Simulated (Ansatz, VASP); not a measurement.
**One calculation of CaO, two programs**

File POSCAR:

```
CaO
1.0
    0.0000000000      2.4490000000      2.6449200000
    2.4490000000      0.0000000000      2.6449200000
    2.4490000000      2.4490000000      0.0000000000
Ca O
1 1
Direct
    0.0000000000      0.0000000000      0.0000000000
    0.5000000000      0.5000000000      0.5000000000
```

INCAR.step1

```
SYSTEM = CaO
PREC = Accurate
ENCUT = 520
ISMEAR = 0
SIGMA = 0.05
LREAL = .FALSE.
LASPH = .TRUE.
NELM = 100
NBANDS = 15
GGA = PE
ALGO = Normal
EDIFF = 1E-4
LWAVE = .TRUE.
LCHARG = .FALSE.
```

Contents of INCAR.step2:

```
SYSTEM = CaO
PREC = Accurate
ENCUT = 520
EDIFF = 1E-6
ISMEAR = 0
SIGMA = 0.05
LREAL = .FALSE.
LASPH = .TRUE.
NELM = 100
ALGO = Normal
ISIF = 2
LWAVE = .FALSE.
LCHARG = .FALSE.
METAGGA = R2SCAN
LMIXTAU = .TRUE.
NBANDS = 15
ISTART = 1
```

The input KPOINTS:

```
Automatic mesh
0
G
  8 8 8
  0 0 0
```

Input for Ansatz:

```yaml
crystal:
  lattice:
    - [0.0, 2.449, 2.64492]
    - [2.449, 0.0, 2.64492]
    - [2.449, 2.449, 0.0]
  atoms:
    - { symbol: Ca, position: [0.0, 0.0, 0.0] }
    - { symbol: O, position: [0.5, 0.5, 0.5] }
basis:
  ecutwfc: 500
kpoints:
  mp_grid: { grid: [8, 8, 8] }
hamiltonian:
  xc: r2scan
scf:
  occupations: { method: gaussian, width: 0.05 }
output:
  forces: true
  stress: true
  eigenvalues: true
```

Change from the starting cell: strain +0.000 along x and y, +0.080 along z, atoms carried along.

Alike in both runs: task single point; functional r2SCAN; k mesh 8 × 8 × 8; occupations gaussian, width 0.05 eV; no spin polarisation.

|  | VASP | Ansatz |
| --- | --- | --- |
| version | VASP 6.6.1 | Ansatz 0.2.0 |
| potentials or method | VASP PAW PBE potentials, release 64 (Ca_sv, O), cutoff 520 eV | scalar-relativistic, plane waves, PAW |
| valence electrons in the cell | 16 | 16 |

```csv
,VASP,Ansatz,Ansatz less VASP
gap on the k mesh at the Fermi level (eV),4.11,4.12,+0.008
least direct gap on the mesh (eV),4.23,4.23,+0.003
pressure (GPa),-10.6,-11.2,-0.58
"traceless stress, the component that is largest in VASP (GPa)",-3.21,-2.87,+0.342
```

VASP's potentials were made for PBE, not for r2SCAN.
